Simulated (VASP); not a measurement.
**NbP: single point with PBE**

NbP:

```
Nb P
1.0
     3.31446    0.00000    0.00000
    -1.65723    2.87040    0.00000
     0.00000    0.00000    6.72273
Nb P
2 2
Direct
  0.00000 0.00000 0.00000
  0.00000 0.00000 0.50000
  0.33333 0.66667 0.25000
  0.66667 0.33333 0.75000
```

| Property | Result |
| --- | --- |
| Program | VASP 6.6.1 |
| Task | single point |
| Functional | PBE |
| Potentials or basis | VASP PAW PBE potentials, release 64 (Nb_sv, P) |
| Cutoff | 520 eV |
| k mesh | 18 × 18 × 8 |
| Occupations | gaussian, width 0.1 eV |
| Spin | no spin polarisation |
| Dipole correction | no |
| k mesh for the DOS | 27 × 27 × 12 |
| Occupations for the DOS | tetrahedron |
| Further INCAR settings | ALGO = Normal; EDIFF = 1e-06 |

The valence electrons inside the program's atomic spheres are Nb 10.66; P 2.54.

Levels at points of the mesh, in eV from the Fermi level:
```tsv
k point	band 16	band 17	band 18	band 19	band 20	band 21
(0.00, 0.00, 0.00)	-0.57	-0.57	-0.08	-0.08	1.26	1.28
(0.00, 0.00, 0.50)	-1.97	0.22	0.22	0.53	0.53	0.53
```

Run time: 6.2 min on 1 thread of Intel(R) Xeon(R) 6975P-C (Granite Rapids), on a shared host, peak memory 0.68 GiB.
